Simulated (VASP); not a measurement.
A run of VASP 6.6.1 is set up as follows.

INCAR

```
SYSTEM = CdS
ALGO = Normal ; EDIFF = 1E-6
ENCUT = 500 ; GGA_COMPAT = .False.
ISIF = 2 ; ISMEAR = -1
LASPH = .True. ; LCHARG = .False.
LREAL = .False. ; LWAVE = .False.
NBANDS = 26 ; NELM = 120
PREC = Accurate ; SIGMA = 0.1
```

KPOINTS

```
k-points
0
Gamma
  6 4 6
  0 0 0
```

The input POSCAR:

```
CdS
1.0
    3.8323480463      0.0000000000      0.0000000000
    0.0000000000      5.4180588314      0.0000000000
    0.0000000000      0.0000000000      3.8320216745
Cd S
2 2
Direct
    0.5000000000      0.5000000000      0.2430260000
    0.0000000000      0.0000000000      0.7569740000
    0.5000000000      0.0000000000      0.2551630000
    0.0000000000      0.5000000000      0.7448370000
```

Potentials or basis: VASP PAW LDA potentials, release 64 (Cd, S).

The run is started by

```console
$ cat potpaw_LDA.64/Cd/POTCAR potpaw_LDA.64/S/POTCAR > POTCAR
$ mpirun -np 1 vasp_std > vasp.out
```

Question: Estimate the band gap on the k mesh.

Answer: 0.01 eV.

Question: Estimate the largest force.

Answer: 0.026 eV/Å.

Forces in eV/Å, atoms in the order of the input:
```
Cd   0.000  0.000  0.024
Cd   0.000  0.000 -0.024
S    0.000  0.000 -0.026
S    0.000  0.000  0.026
```

Caveat: the cell stands under tension; the smearing spreads over this small gap; semilocal functionals underestimate gaps, and a narrow one can read as zero. A k mesh can miss the band edges.
